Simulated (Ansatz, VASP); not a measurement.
# Two plane-wave programs on Cd4Se

File INCAR:

```
SYSTEM = Cd4Se
PREC = Accurate
ENCUT = 520
EDIFF = 1E-6
ISMEAR = 0
SIGMA = 0.1
LREAL = .FALSE.
LASPH = .TRUE.
NELM = 80
ALGO = Normal
ISIF = 2
LWAVE = .FALSE.
LCHARG = .FALSE.
GGA = PE
NBANDS = 35
```

The input KPOINTS:

```
regular mesh
0
G
  4 4 6
  0 0 0
```

The input POSCAR:

```
Cd4Se
1.0
    6.2231081000      0.0000000000      0.0000000000
    0.0000000000      6.2231081000      0.0000000000
    0.0000000000      0.0000000000      3.7129187700
Cd Se
4 1
Direct
    0.7845576200      0.7845576200      0.0000000000
    0.2154423800      0.2154423800      0.0000000000
    0.2154423800      0.7845576200      0.0000000000
    0.7845576200      0.2154423800      0.0000000000
    0.0000000000      0.0000000000      0.5000000000
```

Input for Ansatz:

```yaml
crystal:
  lattice:
    - [6.2231081, 0.0, 0.0]
    - [0.0, 6.2231081, 0.0]
    - [0.0, 0.0, 3.71291877]
  atoms:
    - { symbol: Cd, position: [0.78455762, 0.78455762, 0.0] }
    - { symbol: Cd, position: [0.21544238, 0.21544238, 0.0] }
    - { symbol: Cd, position: [0.21544238, 0.78455762, 0.0] }
    - { symbol: Cd, position: [0.78455762, 0.21544238, 0.0] }
    - { symbol: Se, position: [0.0, 0.0, 0.5] }
basis:
  ecutwfc: 420
kpoints:
  mp_grid: { grid: [4, 4, 6] }
hamiltonian:
  xc: pbe
scf:
  occupations: { method: gaussian, width: 0.1 }
  lower_state_search: "off"
output:
  forces: true
  stress: true
  eigenvalues: true
```

Alike in both runs: task single point; functional PBE; k mesh 4 × 4 × 6; occupations gaussian, width 0.1 eV; no spin polarisation.

|  | VASP | Ansatz |
| --- | --- | --- |
| version | VASP 6.6.1 | Ansatz 0.2.0 |
| potentials or method | VASP PAW PBE potentials, release 64 (Cd, Se), cutoff 520 eV | scalar-relativistic, plane waves, PAW |
| valence electrons in the cell | 54 | 96 |

Ansatz gave:

- gap on the k mesh at the Fermi level (eV): none
- pressure (GPa): 11.5
- traceless stress, the component that is largest in VASP (GPa): 2.52
- rms of the force components (eV/Å): 2.128

**Question.** What did VASP give for the same quantities?

**Answer.** gap on the k mesh at the Fermi level (eV): none; pressure (GPa): 12.0; traceless stress, the component that is largest in VASP (GPa): 2.50; rms of the force components (eV/Å): 2.193.

Atom by atom the forces differ by 0.066 eV/Å (rms over components). A gap of «none» marks a metal or a gap that the smearing closes. With one functional, cell and mesh, what is left measures potentials, basis and numerics. VASP's potentials hold 54 valence electrons a cell and Ansatz's 96, so a difference there can come from the potentials and not from the codes.
